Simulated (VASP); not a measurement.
# As: single point with LDA

The system is As.

```
CELL_PARAMETERS angstrom
0.00000 3.09817 3.09817
3.09817 0.00000 3.09817
3.09817 3.09817 0.00000
ATOMIC_POSITIONS crystal
As 0.12500 0.12500 0.12500
As 0.87500 0.87500 0.87500
```

This cell differs from its parent crystal: volume scaled by 1.12.

- Program: VASP 6.6.1
- Task: single point
- Functional: LDA
- Potentials or basis: VASP PAW LDA potentials, release 64 (As)
- Cutoff: 520 eV
- k mesh: 10 × 10 × 10
- Occupations: fermi-dirac, width 0.1 eV
- Spin: no spin polarisation

```json
{"Pressure": "-4.9 GPa", "Band gap on the k mesh": "zero (band 5 reaches 3.16 eV, above the bottom of band 6 at 1.86 eV)"}
```

Levels at points of the mesh, in eV from the Fermi level:
```
           k point  band 2  band 3  band 4  band 5  band 6  band 7  band 8  band 9
(0.00, 0.00, 0.00)   -6.24   -1.89   -1.89   -1.89    0.75    0.75    0.75    4.69
(0.50, 0.00, 0.00)   -9.30   -2.77   -2.77   -2.60    1.93    1.93    4.53    6.90
(0.50, 0.50, 0.00)  -10.74   -3.77   -3.77   -0.54   -0.54    4.81    4.81    7.27
```

Wall time 12 s on 1 thread of Intel(R) Xeon(R) 6975P-C (Granite Rapids) (shared host), peak memory 0.18 GiB.
